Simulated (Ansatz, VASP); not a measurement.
**Two plane-wave programs on MgO**

```
Mg O
1.0
     0.00000    2.10217    2.12319
     2.10217    0.00000    2.12319
     2.10217    2.10217    0.00000
Mg O
1 1
Direct
  0.00000 0.00000 0.00000
  0.50000 0.50000 0.50000
```

Change from the starting cell: uniaxial_z strain +1.0%.

Alike in both runs: task single point; functional r2SCAN; k mesh 10 × 10 × 10; no spin polarisation.

|  | VASP | Ansatz |
| --- | --- | --- |
| version | VASP 6.6.1 | Ansatz 0.2.0 |
| potentials or method | VASP PAW PBE potentials, release 64 (Mg, O) | plane waves, PAW |
| plane-wave cutoff (eV) | 520 | 500 |
| occupations | gaussian, width 0.01 eV | fixed |
| valence electrons in the cell | 8 | 16 |

Ansatz gave:

```
gap on the k mesh at the Fermi level (eV)                     : 5.57
pressure (GPa)                                                : -1.6
traceless stress, the component that is largest in VASP (GPa) : -1.33
```

Q: Which values does VASP return?

A: gap on the k mesh at the Fermi level (eV): 5.54; pressure (GPa): -2.7; traceless stress, the component that is largest in VASP (GPa): -1.32.

VASP's potentials were made for PBE, not for r2SCAN. VASP's potentials hold 8 valence electrons a cell and Ansatz's 16, so a difference there can come from the potentials and not from the codes.
